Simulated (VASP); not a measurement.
# Si4N (P6/mmm) in VASP: single point with PBE

Aim: the single point of Si4N with PBE.

All numbers are computed with VASP 6.6.1; they aren't measurements. Logs are shortened: lines on timing, memory, paths and dates and some standing lists are left out, and cuts for length are marked.

### 1 The cell of the first run

It takes space group P6/mmm (No. 191, hexagonal). The conventional cell has a = 7.078 Å, b = 7.078 Å, c = 4.856 Å, α = 90.00°, β = 90.00°, γ = 120.00°. Si (site symmetry mm2) has 1 N at 1.78 Å and 2 Si at 2.31 Å within 2.4 Å. Si (site symmetry 6mm) has 8 Si at 2.29 to 2.64 Å within 3.0 Å. Within 2.4 Å of N (site symmetry -6m2) lie 3 Si at 1.78 Å.

### 2 Single point, PBE

Input file INCAR:

```
SYSTEM = Si4N
PREC = Accurate
ENCUT = 520
EDIFF = 1E-7
ISMEAR = 0
SIGMA = 0.2
LREAL = .FALSE.
LASPH = .TRUE.
NELM = 60
ALGO = Normal
ISIF = 2
LWAVE = .FALSE.
LCHARG = .FALSE.
GGA = PE
NBANDS = 32
```

Input file KPOINTS:

```
regular mesh
0
G
  3 3 3
  0 0 0
```

Input file POSCAR:

```
Si4N
1.0
    7.0778455706      0.0000000000      0.0000000000
   -3.5389227853      6.1295940682      0.0000000000
    0.0000000000      0.0000000000      4.8563655519
Si N
8 2
Direct
    0.3762663404      0.1881388738      0.0000000000
    0.8118611262      0.1881274665      0.0000000000
    0.8118725335      0.6237336596      0.0000000000
    0.1881388738      0.3762663404      0.0000000000
    0.1881274665      0.8118611262      0.0000000000
    0.6237336596      0.8118725335      0.0000000000
    0.0000000000      0.0000000000      0.2647263050
    0.0000000000      0.0000000000      0.7352736950
    0.3333333333      0.6666666667      0.0000000000
    0.6666666667      0.3333333333      0.0000000000
```

Potentials or basis: VASP PAW PBE potentials, release 64 (Si, N).

Launch:

```
> cat potpaw_PBE.64/Si/POTCAR potpaw_PBE.64/N/POTCAR > POTCAR
> mpirun -np 1 vasp_std > vasp.out
```

OUTCAR:

```text
SYSTEM = Si4N
   PREC = Accurate
   ENCUT = 520
   EDIFF = 1E-7
   ISMEAR = 0
   LREAL = .FALSE.
   LASPH = .TRUE.
   NELM = 60
   ISIF = 2
   GGA = PE

 ion  position               nearest neighbor table
   1  0.376  0.188  0.000-  10 1.78   4 2.31   5 2.31   8 2.64   7 2.64   3 3.08   2 3.08
   2  0.812  0.188  0.000-  10 1.78   6 2.31   4 2.31   8 2.64   7 2.64   3 3.08   1 3.08
   3  0.812  0.624  0.000-  10 1.78   5 2.31   6 2.31   8 2.64   7 2.64   2 3.08   1 3.08
   4  0.188  0.376  0.000-   9 1.78   1 2.31   2 2.31   8 2.64   7 2.64   6 3.08   5 3.08
   5  0.188  0.812  0.000-   9 1.78   3 2.31   1 2.31   8 2.64   7 2.64   4 3.08   6 3.08
   6  0.624  0.812  0.000-   9 1.78   2 2.31   3 2.31   8 2.64   7 2.64   4 3.08   5 3.08
   7  0.000  0.000  0.265-   8 2.29   8 2.57   2 2.64   5 2.64   4 2.64   3 2.64   1 2.64   6 2.64

   8  0.000  0.000  0.735-   7 2.29   7 2.57   5 2.64   2 2.64   4 2.64   3 2.64   1 2.64   6 2.64

   9  0.333  0.667  0.000-   4 1.78   5 1.78   6 1.78
  10  0.667  0.333  0.000-   3 1.78   2 1.78   1 1.78

  LATTYP: Found a hexagonal cell.
 ALAT       =     7.0778455706
 C/A-ratio  =     0.6861361276

  Lattice vectors:

 A1 = (   7.0778455706,   0.0000000000,   0.0000000000)
 A2 = (  -3.5389227853,   6.1295940682,   0.0000000000)
 A3 = (   0.0000000000,   0.0000000000,   4.8563655519)

Analysis of symmetry for initial positions (statically):
=====================================================================
 Subroutine PRICEL returns:
 Original cell was already a primitive cell.

 Routine SETGRP: Setting up the symmetry group for a
 hexagonal supercell.

 Subroutine GETGRP returns: Found 12 space group operations
 (whereof 12 operations were pure point group operations)
 out of a pool of 24 trial point group operations.

The static configuration has the point symmetry D_3h.

Analysis of symmetry for dynamics (positions and initial velocities):
=====================================================================
 Subroutine PRICEL returns:
 Original cell was already a primitive cell.

 Routine SETGRP: Setting up the symmetry group for a
 hexagonal supercell.

 Subroutine GETGRP returns: Found 12 space group operations
 (whereof 12 operations were pure point group operations)
 out of a pool of 24 trial point group operations.

The dynamic configuration has the point symmetry D_3h.

 Subroutine INISYM returns: Found 12 space group operations
 (whereof 12 operations are pure point group operations),
 and found     1 'primitive' translations

----------------------------------------------------------------------------------------

                                     Primitive cell

  volume of cell :     210.6901

  direct lattice vectors                    reciprocal lattice vectors
     7.077845571  0.000000000  0.000000000     0.141285931  0.081571470  0.000000000
    -3.538922785  6.129594068  0.000000000     0.000000000  0.163142940  0.000000000
     0.000000000  0.000000000  4.856365552     0.000000000  0.000000000  0.205915306

  length of vectors
     7.077845571  7.077845571  4.856365552     0.163142940  0.163142940  0.205915306

  position of ions in fractional coordinates (direct lattice)
     0.376266340  0.188138874  0.000000000
     0.811861126  0.188127466  0.000000000
     0.811872534  0.623733660  0.000000000
     0.188138874  0.376266340  0.000000000
     0.188127466  0.811861126  0.000000000
     0.623733660  0.811872534  0.000000000
     0.000000000  0.000000000  0.264726305
     0.000000000  0.000000000  0.735273695
     0.333333333  0.666666667  0.000000000
     0.666666667  0.333333333  0.000000000

  ion indices of the primitive-cell ions
   primitive index   ion index
                 1           1
                 2           2
                 3           3
                 4           4
                 5           5
                 6           6
                 7           7
                 8           8
                 9           9
                10          10

----------------------------------------------------------------------------------------

 KPOINTS: regular mesh

Automatic generation of k-mesh.
 Grid dimensions read from file:
 generate k-points for:    3    3    3

 Generating k-lattice:

  Cartesian coordinates                     Fractional coordinates (reciprocal lattice)
     0.047095310  0.027190490  0.000000000     0.333333333 -0.000000000  0.000000000
     0.000000000  0.054380980  0.000000000     0.000000000  0.333333333  0.000000000
     0.000000000  0.000000000  0.068638435     0.000000000  0.000000000  0.333333333

  Length of vectors
     0.054380980  0.054380980  0.068638435

  Shift w.r.t. Gamma in fractional coordinates (k-lattice)
     0.000000000  0.000000000  0.000000000

 Subroutine IBZKPT returns following result:
 ===========================================

 Found      6 irreducible k-points:

 Following reciprocal coordinates:
            Coordinates               Weight
  0.000000  0.000000  0.000000      1.000000
  0.333333  0.000000  0.000000      6.000000
  0.333333  0.333333  0.000000      2.000000
  0.000000  0.000000  0.333333      2.000000
  0.333333  0.000000  0.333333     12.000000
  0.333333  0.333333  0.333333      4.000000
   k-points           NKPTS =      6   k-points in BZ     NKDIM =      6   number of bands    NBANDS=     32
   number of dos      NEDOS =    301   number of ions     NIONS =     10
   total plane-waves  NPLWV = 104976
   dimension x,y,z NGX =    54 NGY =   54 NGZ =   36
   dimension x,y,z NGXF=   108 NGYF=  108 NGZF=   72
   ions per type =               8   2
   NGX,Y,Z   is equivalent  to a cutoff of  12.68, 12.68, 12.32 a.u.
   NGXF,Y,Z  is equivalent  to a cutoff of  25.37, 25.37, 24.65 a.u.
 SYSTEM =  Si4N
   PREC   = accura    normal or accurate (medium, high low for compatibility)
   ISTART =      0    job   : 0-new  1-cont  2-samecut
   ICHARG =      2    charge: 1-file 2-atom 10-const
   ISPIN  =      1    spin polarized calculation?
   LNONCOLLINEAR =      F non collinear calculations
   LSORBIT =      F    spin-orbit coupling
   LASPH  =      T    aspherical Exc in radial PAW
   ENCUT  =  520.0 eV  38.22 Ry    6.18 a.u.  13.16 13.16  9.03*2*pi/ulx,y,z
   NELM   =     60;   NELMIN=  2; NELMDL= -5     # of ELM steps
   EDIFF  = 0.1E-06   stopping-criterion for ELM
   LREAL  =      F    real-space projection
   EDIFFG = 0.1E-05   stopping-criterion for IOM
   NSW    =      0    number of steps for IOM
   IBRION =     -1    ionic relax: 0-MD 1-quasi-New 2-CG
   NFREE  =      0    steps in history (QN), initial steepest desc. (CG)
   ISIF   =      2    stress and relaxation
   ISYM   =      2    0-nonsym 1-usesym 2-fastsym
   POTIM  = 0.5000    time-step for ionic-motion
   TEBEG  =    0.0;   TEEND  =   0.0 temperature during run
   PSTRESS=    0.0 pullay stress
   NELECT =      42.0000    total number of electrons
   NUPDOWN=      -1.0000    fix difference up-down
   EMIN   =  10.00;   EMAX   =-10.00  energy-range for DOS
   EFERMI =   0.00;   METHOD = LEGACY
   ISMEAR =     0;   SIGMA  =   0.20  broadening in eV -4-tet -1-fermi 0-gaus
   EFERMI_NEDOS =   21; number of points for ismear=-14 and -15
   IALGO  =     38    algorithm
   IMIX   =      4    mixing-type and parameters
     AMIX     =   0.40;   BMIX     =  1.00
     AMIX_MAG =   1.60;   BMIX_MAG =  1.00
  volume/ion in A,a.u.               =      21.07       142.18
  Fermi-wavevector in a.u.,A,eV,Ry     =   0.956335  1.807210 12.443560  0.914576
  Thomas-Fermi vector in A             =   2.085253
   LORBIT       =      0    0 simple, 1 ext, 2 COOP (PROOUT), +10 PAW based schemes
   GGA     = PE    functional components
   LHFCALC =     F    Hartree Fock is set to
   AEXX    =    0.0000 exact exchange contribution
   IVDW    =     0    specifies the selected vdW correction
   LEPSILON=     F    determine dielectric tensor
   LRPA    =     F    only Hartree local field effects (RPA)
 non-spin polarized calculation
 Gauss-broadening in eV      SIGMA  =   0.20
  energy-cutoff  :      520.00
  volume of cell :      210.69
 maximum number of plane-waves:      5700
 NGX is ok and might be reduce to    54
   NGX = 27   NGY = 27   NGZ = 19

 number of electron      42.0000003 magnetization

 Free energy of the ion-electron system (eV)
  ---------------------------------------------------
  ext. energy  EPLUGINS =         0.00000000
  ---------------------------------------------------
  free energy    TOTEN  =       -55.57062210 eV

  energy without entropy =      -55.49055711  energy(sigma->0) =      -55.53058961

 E-fermi :   5.0737     XC(G=0):  -8.3762

 val. band max:        5.0160482628   @ k =   0.3333   0.0000   0.0000
 cond. band min:       5.1601343992   @ k =   0.0000   0.0000   0.0000
 fundamental gap:      0.1440861363
 Fermi energy:         5.0737366302

 k-point     1 :       0.0000    0.0000    0.0000
  band No.  band energies     occupation
      1     -12.6350      2.00000
      2     -12.2913      2.00000
      3      -7.9923      2.00000
      4      -5.6765      2.00000
      5      -5.6765      2.00000
      6      -4.7731      2.00000
[... 24 lines left out ...]
     31       9.0043      0.00000
     32       9.5758      0.00000

 k-point     2 :       0.3333    0.0000    0.0000
  band No.  band energies     occupation
      1     -12.5539      2.00000
      2     -12.3596      2.00000
      3      -8.2671      2.00000
      4      -6.0227      2.00000
      5      -5.4095      2.00000
      6      -4.0046      2.00000
[... 24 lines left out ...]
     31       8.7323      0.00000
     32       8.7700      0.00000

 k-point     3 :       0.3333    0.3333    0.0000
  band No.  band energies     occupation
      1     -12.4530      2.00000
      2     -12.4530      2.00000
      3      -8.4048      2.00000
      4      -5.6699      2.00000
      5      -5.6699      2.00000
      6      -4.1967      2.00000
[... 24 lines left out ...]
     31       9.2809      0.00000
     32       9.3635      0.00000

 k-point     4 :       0.0000    0.0000    0.3333
  band No.  band energies     occupation
      1     -12.6243      2.00000
      2     -12.2860      2.00000
      3      -7.6945      2.00000
      4      -5.5964      2.00000
      5      -5.5964      2.00000
      6      -4.7397      2.00000
[... 24 lines left out ...]
     31       9.0338      0.00000
     32       9.3653      0.00000

 k-point     5 :       0.3333    0.0000    0.3333
  band No.  band energies     occupation
      1     -12.5451      2.00000
      2     -12.3535      2.00000
      3      -8.0039      2.00000
      4      -5.9519      2.00000
      5      -5.3158      2.00000
      6      -4.0486      2.00000
[... 24 lines left out ...]
     31       8.5477      0.00000
     32       9.0082      0.00000

 k-point     6 :       0.3333    0.3333    0.3333
  band No.  band energies     occupation
      1     -12.4459      2.00000
      2     -12.4459      2.00000
      3      -8.1553      2.00000
      4      -5.5924      2.00000
      5      -5.5924      2.00000
      6      -4.2413      2.00000
[... 24 lines left out ...]
     31       8.6030      0.00000
     32       8.6052      0.00000

------------------------ aborting loop because EDIFF is reached ----------------------------------------

  FORCE on cell =-STRESS in cart. coord.  units (eV):
  Direction    XX          YY          ZZ          XY          YZ          ZX
  --------------------------------------------------------------------------------------
  -------------------------------------------------------------------------------------
  Total        0.1708573      0.1708573      0.0416342      0.0000000      0.0000000      0.0000000
  in kB        1.2992713      1.2992713      0.3166043      0.0000000      0.0000000      0.0000000
  external PRESSURE =       0.9717157 kB  Pullay stress =       0.0000000 kB

 VOLUME and BASIS-vectors are now :
 -----------------------------------------------------------------------------
  energy-cutoff  :      520.00
  volume of cell :      210.69
      direct lattice vectors                 reciprocal lattice vectors
     7.077845571  0.000000000  0.000000000     0.141285931  0.081571470  0.000000000
    -3.538922785  6.129594068  0.000000000     0.000000000  0.163142940  0.000000000
     0.000000000  0.000000000  4.856365552     0.000000000  0.000000000  0.205915306

 POSITION                                       TOTAL-FORCE (eV/Angst)
 -----------------------------------------------------------------------------------
      1.99735      1.15321      0.00000        -0.013576     -0.008845     -0.000000
      5.08046      1.15315      0.00000         0.014448     -0.007334     -0.000000
      3.53896      3.82323      0.00000        -0.000872      0.016180     -0.000000
      0.00004      2.30636      0.00000        -0.000872     -0.016180     -0.000000
     -1.54158      4.97638      0.00000        -0.013576      0.008845     -0.000000
      1.54154      4.97645      0.00000         0.014448      0.007334     -0.000000
      0.00000      0.00000      1.28561         0.000000      0.000000     -0.004667
      0.00000      0.00000      3.57076         0.000000      0.000000      0.004667
     -0.00000      4.08640      0.00000         0.000000      0.000000     -0.000000
      3.53892      2.04320      0.00000         0.000000      0.000000     -0.000000
 -----------------------------------------------------------------------------------
    total drift:                               -0.000000     -0.000000      0.000000

  FREE ENERGIE OF THE ION-ELECTRON SYSTEM (eV)
  ---------------------------------------------------
  free  energy   TOTEN  =       -55.5706221036 eV

  energy  without entropy=      -55.4905571131  energy(sigma->0) =      -55.53058961
```

Run time: 66 s. Hardware: 1 thread of Intel Xeon 6975P-C (Granite Rapids), shared host; peak memory 0.3 GiB.

What came out:

```yaml
Free_energy: -55.5706 eV
Pressure: 0.1 GPa
Largest_force: 0.016 eV/Å
Band_gap_on_the_k_mesh: zero (band 21 reaches 5.02 eV, above the bottom of band 22 at 4.72 eV)
```

Forces on the atoms (eV/Å):
```
Si  -0.014 -0.009  0.000
Si   0.014 -0.007  0.000
Si  -0.001  0.016  0.000
Si  -0.001 -0.016  0.000
Si  -0.014  0.009  0.000
Si   0.014  0.007  0.000
Si   0.000  0.000 -0.005
Si   0.000  0.000  0.005
N    0.000  0.000  0.000
N    0.000  0.000  0.000
```

Caveat: the k points lie up to 0.43 Å⁻¹ apart.
